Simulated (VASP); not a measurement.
Write the native input for VASP 6.6.1 that does the following.

```
Task                   : single point
Functional             : r2SCAN
Potentials or basis    : VASP PAW PBE potentials, release 64 (La, O)
Cutoff                 : 520 eV
k mesh                 : 6 × 6 × 6
Occupations            : gaussian, width 0.01 eV
Spin                   : no spin polarisation
Dipole correction      : no
Further INCAR settings : ALGO = Normal; EDIFF = 1e-06; NBANDS = 28
```

La2O3:

```
La O
1.0
     6.34925    0.00000    0.00000
    -3.17462    5.49861    0.00000
     0.00000    0.00000    3.34319
La O
2 3
Direct
  0.33333 0.66667 0.50000
  0.66667 0.33333 0.50000
  0.49199 0.49199 0.00000
  0.00000 0.50801 0.00000
  0.50801 0.00000 0.00000
```

These files were run (other wordings do the same):

POSCAR

```
La2O3
1.0
    6.3492470887      0.0000000000      0.0000000000
   -3.1746235443      5.4986095980      0.0000000000
    0.0000000000      0.0000000000      3.3431889533
La O
2 3
Direct
    0.3333333333      0.6666666667      0.5000000000
    0.6666666667      0.3333333333      0.5000000000
    0.4919860000      0.4919860000      0.0000000000
    0.0000000000      0.5080140000      0.0000000000
    0.5080140000      0.0000000000      0.0000000000
```

INCAR.step1

```
  PREC = Accurate
  ENCUT = 520
  ISMEAR = 0
  SIGMA = 0.01
  LREAL = F
  LASPH = T
  NELM = 60
  NBANDS = 28
  GGA = PE
  ALGO = Normal
  EDIFF = 1E-4
  LWAVE = T
  LCHARG = F
```

INCAR.step2

```
  PREC = Accurate
  ENCUT = 520
  EDIFF = 1E-6
  ISMEAR = 0
  SIGMA = 0.01
  LREAL = F
  LASPH = T
  NELM = 60
  ALGO = Normal
  ISIF = 2
  LWAVE = F
  LCHARG = F
  METAGGA = R2SCAN
  LMIXTAU = T
  NBANDS = 28
  ISTART = 1
```

KPOINTS

```
regular mesh
0
Gamma
  6 6 6
```

Potentials or basis: VASP PAW PBE potentials, release 64 (La, O).

The run is started by

```bash
$ cat potpaw_PBE.64/La/POTCAR potpaw_PBE.64/O/POTCAR > POTCAR
$ cp INCAR.step1 INCAR
$ mpirun -np 1 vasp_std > vasp.out
$ cp INCAR.step2 INCAR
$ mpirun -np 1 vasp_std > vasp.out
```

Results of the run:

```json
{
 "Pressure": "-2.7 GPa",
 "Largest force": "0.071 eV/Å",
 "Band gap on the k mesh": "2.08 eV (least direct gap 2.49 eV)"
}
```

Caveat: the PAW data sets were made with another functional, which shifts forces and pressure a little; spin-orbit coupling is left out, which moves the levels of the heavy elements.

Wall time 7.2 min on 1 thread of AMD EPYC 7R43 64-Core Processor (Zen 3), on a shared host, peak memory 0.28 GiB.
